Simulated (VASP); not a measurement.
# Si2Mo (I4/mmm) in VASP: further runs, part 2 of 2

VASP 6.6.1. The steps go on from the part before.

### 4 Relaxation of shape and atoms at fixed volume, PBE (14.39 Å³/atom)

File INCAR:

```
ALGO     = Normal         # electronic algorithm
EDIFF    = 1E-7           # SCF threshold, eV
EDIFFG   = -0.01          # ionic threshold
ENCUT    = 600            # plane-wave cutoff, eV
GGA      = PE             # functional
IBRION   = 2              # ionic algorithm
ISIF     = 4              # what is computed and relaxed
ISMEAR   = 0              # smearing method
LASPH    = True           # aspherical terms in the spheres
LCHARG   = False          # write CHGCAR
LREAL    = False          # projectors in reciprocal space
LWAVE    = False          # write WAVECAR
NELM     = 80             # most SCF steps
NSW      = 50             # ionic steps
PREC     = Accurate       # precision mode
SIGMA    = 0.1            # smearing width, eV
```

File KPOINTS:

```
k-points
0
Gamma
  18 18 18
```

File POSCAR:

```
Si2Mo
1.0
   -1.6411031431      1.6411031431      4.0081723600
    1.6411031431     -1.6411031431      4.0081723600
    1.6411031431      1.6411031431     -4.0081723600
Si Mo
2 1
Direct
    0.3355491357      0.3355491357      0.0000000000
    0.6644508643      0.6644508643      0.0000000000
    0.0000000000      0.0000000000      0.0000000000
```

On the command line:

```console
$ cat potpaw_PBE.64/Si/POTCAR potpaw_PBE.64/Mo_sv/POTCAR > POTCAR
$ mpirun -np 1 vasp_std > vasp.out
```

Run time: 8.4 min. Hardware: 1 thread of Intel Xeon 6975P-C (Granite Rapids), shared host; peak memory 0.55 GiB.

It converged, with:

```
Free energy               : -23.1811 eV
Energy gained by relaxing : 0.1 meV/atom
Ionic steps               : 4
Pressure after relaxing   : -10.3 GPa
Band gap on the k mesh    : zero (bands 11 and 12 overlap by 0.87 eV)
```

Step by step:
```tsv
step	energy change (eV)	largest force (eV/Å)	pressure (GPa)	volume (Å³)
1	0.0000	0.0677	-10.43	43.18
2	-0.0003	0.0115	-10.33	43.18
3	-0.0003	0.0172	-10.34	43.18
4	-0.0004	0.0013	-10.33	43.18
```

Final structure:
```
CELL_PARAMETERS angstrom
-1.64205 1.64205 4.00356
1.64205 -1.64205 4.00356
1.64205 1.64205 -4.00356
ATOMIC_POSITIONS crystal
Si 0.33605 0.33605 0.00000
Si 0.66395 0.66395 0.00000
Mo 0.00000 0.00000 0.00000
```

Levels at points of the mesh, in eV from the Fermi level:
```csv
k point,band 8,band 9,band 10,band 11,band 12,band 13,band 14,band 15
"(0.00, 0.00, 0.00)",-2.73,-2.41,-2.41,0.31,2.77,3.24,3.24,3.49
"(0.50, 0.00, 0.00)",-4.27,-2.41,-2.30,-0.42,2.01,2.99,3.55,3.99
"(0.50, 0.50, 0.00)",-5.19,-4.14,-2.75,-1.23,2.05,2.43,2.96,3.19
"(0.50, 0.50, 0.50)",-1.95,-0.51,-0.51,-0.47,-0.47,0.43,4.34,4.54
```

### 5 Single point, PBE (biaxial strain in the a-b plane: -4.5 %, then relaxed in part)

File INCAR:

```
PREC     = Accurate       # precision mode
ENCUT    = 520            # plane-wave cutoff, eV
EDIFF    = 1E-7           # SCF threshold, eV
ISMEAR   = 0              # smearing method
SIGMA    = 0.1            # smearing width, eV
LREAL    = F              # projectors in reciprocal space
LASPH    = T              # aspherical terms in the spheres
NELM     = 100            # most SCF steps
ALGO     = Normal         # electronic algorithm
ISIF     = 2              # what is computed and relaxed
LWAVE    = F              # write WAVECAR
LCHARG   = F              # write CHGCAR
GGA      = PE             # functional
NBANDS   = 31             # bands
```

File KPOINTS:

```
Automatic mesh
0
Gamma
  12 12 6
```

File POSCAR:

```
Si2Mo
1.0
    3.0720892316      0.0000000000      0.0000000000
    0.0000000000      3.0720892316      0.0000000000
    0.0000000000      0.0000000000      8.0356032046
Si Mo
4 2
Direct
    0.0000000000      0.0000000000      0.3341872212
    0.5000000000      0.5000000000      0.1658127788
    0.5000000000      0.5000000000      0.8341872212
    0.0000000000      0.0000000000      0.6658127788
    0.0000000000      0.0000000000      0.0000000000
    0.5000000000      0.5000000000      0.5000000000
```

On the command line:

```console
$ cat potpaw_PBE.64/Si/POTCAR potpaw_PBE.64/Mo_sv/POTCAR > POTCAR
$ mpirun -np 1 vasp_std > vasp.out
```

Wall time 4.3 min (1 thread of Intel Xeon Platinum 8175M at 2.50GHz (Skylake/Cascade Lake), shared host); peak memory 0.32 GiB.

The run converged. Its results:

| Property | Result |
| --- | --- |
| Free energy | -45.9809 eV |
| Pressure | 16.8 GPa |
| Largest force | 0.011 eV/Å |
| Band gap on the k mesh | zero (bands 22 and 23 overlap by 1.04 eV) |

Forces in eV/Å, atoms in the order of the input:
```
Si   0.000  0.000 -0.011
Si   0.000  0.000  0.011
Si   0.000  0.000 -0.011
Si   0.000  0.000  0.011
Mo   0.000  0.000  0.000
Mo   0.000  0.000  0.000
```

Stress tensor (GPa, compression positive):
```
25.16  0.00  0.00
 0.00 25.16  0.00
 0.00  0.00  0.19
```

Levels at points of the mesh, in eV from the Fermi level:
```csv
k point,band 18,band 19,band 20,band 21,band 22,band 23,band 24,band 25,band 26,band 27
"(0.00, 0.00, 0.00)",-2.62,-0.81,-0.81,-0.19,-0.19,0.63,0.73,2.84,3.62,3.75
"(0.50, 0.00, 0.00)",-3.36,-2.51,-2.51,-0.66,-0.66,1.69,1.69,3.42,3.42,3.73
"(0.50, 0.50, 0.00)",-4.75,-3.85,-3.85,-1.23,-1.23,2.55,2.55,2.64,2.64,2.72
"(0.00, 0.00, 0.50)",-2.09,-2.09,-2.09,0.68,0.68,1.85,1.85,1.85,1.85,2.12
"(0.50, 0.00, 0.50)",-3.08,-2.54,-2.54,-0.53,-0.53,2.51,2.51,3.45,3.45,3.55
"(0.50, 0.50, 0.50)",-3.12,-2.50,-2.50,-2.50,-2.50,-0.04,-0.04,2.73,2.73,3.67
```

Caveat: the cell differs from its parent crystal (biaxial strain in the a-b plane: -4.5 %, then relaxed in part); the stress differs along the axes, from 0 to 25 GPa.

### 6 Single point, PBE (biaxial strain in the a-b plane: -4.5 %)

File INCAR:

```
ALGO = Normal ; EDIFF = 1E-6
ENCUT = 520 ; GGA = PE
ISIF = 2 ; ISMEAR = 0
LASPH = T ; LCHARG = F
LREAL = F ; LWAVE = F
NBANDS = 31 ; NELM = 100
PREC = Accurate ; SIGMA = 0.1
```

File KPOINTS:

```
k-points
0
Gamma
  12 12 6
```

File POSCAR:

```
Si2Mo
1.0
    3.0720892316      0.0000000000      0.0000000000
    0.0000000000      3.0720892316      0.0000000000
    0.0000000000      0.0000000000      8.0855915515
Si Mo
4 2
Direct
    0.0000000000      0.0000000000      0.3345436844
    0.5000000000      0.5000000000      0.1654563156
    0.5000000000      0.5000000000      0.8345436844
    0.0000000000      0.0000000000      0.6654563156
    0.0000000000      0.0000000000      0.0000000000
    0.5000000000      0.5000000000      0.5000000000
```

Potentials or basis: VASP PAW PBE potentials, release 64 (Si, Mo_sv).

On the command line:

```console
$ cat potpaw_PBE.64/Si/POTCAR potpaw_PBE.64/Mo_sv/POTCAR > POTCAR
$ mpirun -np 1 vasp_std > vasp.out
```

Run time: 3.7 min. Hardware: 1 thread of Intel Xeon Platinum 8175M at 2.50GHz (Skylake/Cascade Lake), shared host; peak memory 0.32 GiB.

It converged, with:

```
Free energy            : -45.9770 eV
Pressure               : 15.3 GPa
Largest force          : 0.036 eV/Å
Band gap on the k mesh : zero (bands 22 and 23 overlap by 1.06 eV)
```

Forces on the atoms (eV/Å):
```
Si   0.000  0.000 -0.036
Si   0.000  0.000  0.036
Si   0.000  0.000 -0.036
Si   0.000  0.000  0.036
Mo   0.000  0.000  0.000
Mo   0.000  0.000  0.000
```

Stress tensor (GPa, compression positive):
```
24.26  0.00  0.00
 0.00 24.26  0.00
 0.00  0.00 -2.69
```

Levels at points of the mesh, in eV from the Fermi level:
```tsv
k point	band 19	band 20	band 21	band 22	band 23	band 24	band 25	band 26
(0.00, 0.00, 0.00)	-0.80	-0.80	-0.14	-0.14	0.65	0.75	2.89	3.50
(0.50, 0.00, 0.00)	-2.47	-2.47	-0.63	-0.63	1.66	1.66	3.40	3.40
(0.50, 0.50, 0.00)	-3.86	-3.86	-1.24	-1.24	2.49	2.49	2.57	2.57
(0.00, 0.00, 0.50)	-2.05	-2.05	0.70	0.70	1.86	1.86	1.86	1.86
(0.50, 0.00, 0.50)	-2.50	-2.50	-0.51	-0.51	2.49	2.49	3.46	3.46
(0.50, 0.50, 0.50)	-2.51	-2.51	-2.51	-2.51	-0.08	-0.08	2.74	2.74
```

Caveat: the cell differs from its parent crystal (biaxial strain in the a-b plane: -4.5 %); the stress differs along the axes, from -3 to 24 GPa.

### 7 Overview

```tsv
task	cell	k mesh	cutoff (eV)	gap on the mesh (eV)	pressure (GPa)	largest force (eV/Å)
single point	a = 4.629 Å, angles 138.4, 138.4, 60.2°, 3 atoms, atomic positions A	18 × 18 × 18	520	none	-10.3	-
single point	a = 4.682 Å, angles 138.4, 138.4, 60.3°, 3 atoms, atomic positions B	18 × 18 × 18	520	none	-15.5	-
relaxation of shape and atoms at fixed volume	relaxed from a = 4.632 Å, angles 138.5, 138.5, 60.1°, 3 atoms, atomic positions C	18 × 18 × 18	600	none	-10.3	-
single point	a = 3.072, b = 3.072, c = 8.036 Å, 6 atoms, atomic positions D	12 × 12 × 6	520	none	16.8	0.01
single point	a = 3.072, b = 3.072, c = 8.086 Å, 6 atoms, atomic positions E	12 × 12 × 6	520	none	15.3	0.04
```

Alike in all rows: level PBE; potentials or basis VASP PAW PBE potentials, release 64 (Si, Mo_sv); no spin polarisation; smearing gaussian 0.1 eV.

Caveats: the cell stands under tension (at least some runs); the stress differs along the axes, from 0 to 25 GPa (at least some runs); the stress differs along the axes, from -3 to 24 GPa (at least some runs).

Total energies depend on the potentials used, so only differences within one code and one set of settings carry meaning.
